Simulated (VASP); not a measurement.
Wanted: the native input for a VASP 6.6.1 run.

```
Task                   : single point
Functional             : r2SCAN
Potentials or basis    : VASP PAW PBE potentials, release 64 (B_h, N_h)
Cutoff                 : 1460 eV
k mesh                 : 12 × 12 × 12
Occupations            : gaussian, width 0.05 eV
Spin                   : no spin polarisation
Dipole correction      : no
Further INCAR settings : ALGO = Normal; EDIFF = 1e-06; NBANDS = 11
```

Crystal: BN.

```
B N
1.0
     0.00000    1.81300    1.81300
     1.81300    0.00000    1.81300
     1.81300    1.81300    0.00000
B N
1 1
Direct
  0.99512 0.00488 0.00000
  0.75000 0.75000 0.75000
```

This cell differs from its parent crystal: all B atoms moved +0.013 Å, as atom 1 along Cartesian [1 -1 0].

One way to write it, as run:

POSCAR

```
BN
1.0
    0.0000000000      1.8130010000      1.8130010000
    1.8130010000      0.0000000000      1.8130010000
    1.8130010000      1.8130010000      0.0000000000
B N
1 1
Direct
   -0.0048752509      0.0048752509      0.0000000000
    0.7500000000      0.7500000000      0.7500000000
```

INCAR.step1

```
SYSTEM = BN
PREC = Accurate
ENCUT = 1460
ISMEAR = 0
SIGMA = 0.05
LREAL = .False.
LASPH = .True.
NELM = 120
NBANDS = 11
GGA = PE
ALGO = Normal
EDIFF = 1E-5
LWAVE = .True.
LCHARG = .False.
GGA_COMPAT = .False.
```

INCAR.step2

```
SYSTEM = BN
PREC = Accurate
ENCUT = 1460
EDIFF = 1E-6
ISMEAR = 0
SIGMA = 0.05
LREAL = .False.
LASPH = .True.
NELM = 120
ALGO = Normal
ISIF = 2
LWAVE = .False.
LCHARG = .True.
METAGGA = R2SCAN
LMIXTAU = .True.
LELF = .True.
LVHAR = .True.
NBANDS = 11
ISTART = 1
GGA_COMPAT = .False.
```

KPOINTS

```
regular mesh
0
Gamma
  12 12 12
  0 0 0
```

Potentials or basis: VASP PAW PBE potentials, release 64 (B_h, N_h).

Run with:

```console
$ cat potpaw_PBE.64/B_h/POTCAR potpaw_PBE.64/N_h/POTCAR > POTCAR
$ cp INCAR.step1 INCAR
$ mpirun -np 1 vasp_std > vasp.out
$ cp INCAR.step2 INCAR
$ mpirun -np 1 vasp_std > vasp.out
```

It gave:

```yaml
Pressure: -5.6 GPa
Largest_force: 0.296 eV/Å
Band_gap_on_the_k_mesh: 4.86 eV (least direct gap 9.30 eV)
```

Caveat: the cell differs from its parent crystal (all B atoms moved +0.013 Å, as atom 1 along Cartesian [1 -1 0]); the cell stands under tension; the PAW data sets were made with another functional, which shifts forces and pressure a little.

Wall time 5.4 min on 1 thread of Intel(R) Xeon(R) Platinum 8488C (Sapphire Rapids) (shared host), peak memory 0.4 GiB.
